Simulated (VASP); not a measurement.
A run of VASP 6.6.1 is set up as follows.

File POSCAR:

```
Sr
1.0
   -2.3522500000      2.3522500000      2.4977500000
    2.3522500000     -2.3522500000      2.4977500000
    2.3522500000      2.3522500000     -2.4977500000
Sr
1
Direct
    0.0000000000      0.0000000000      0.0000000000
```

The input INCAR.step1:

```
  ALGO = Normal
  EDIFF = 1E-4
  ENCUT = 520
  GGA = PE
  ISMEAR = 0
  LASPH = True
  LCHARG = False
  LREAL = False
  LWAVE = True
  NBANDS = 11
  NELM = 60
  PREC = Accurate
  SIGMA = 0.15
```

INCAR.step2

```
  ALGO = Normal
  EDIFF = 1E-7
  ENCUT = 520
  ISIF = 2
  ISMEAR = 0
  ISTART = 1
  LASPH = True
  LCHARG = False
  LMIXTAU = True
  LREAL = False
  LWAVE = False
  METAGGA = R2SCAN
  NBANDS = 11
  NELM = 60
  PREC = Accurate
  SIGMA = 0.15
```

KPOINTS

```
k-points
0
Gamma
  14 14 14
```

Potentials or basis: VASP PAW PBE potentials, release 64 (Sr_sv).

Launch:

```bash
$ cat potpaw_PBE.64/Sr_sv/POTCAR > POTCAR
$ cp INCAR.step1 INCAR
$ mpirun -np 1 vasp_std > vasp.out
$ cp INCAR.step2 INCAR
$ mpirun -np 1 vasp_std > vasp.out
```

Task: Predict the band gap on the k mesh.

Result: Zero (band 5 reaches 1.84 eV, above the bottom of band 6 at 1.58 eV).

Task: What does it give for the pressure?

Result: 0.2 GPa.

Caveat: the cell differs from its parent crystal (strain -0.030 along x and y, +0.030 along z); the PAW data sets were made with another functional, which shifts forces and pressure a little.
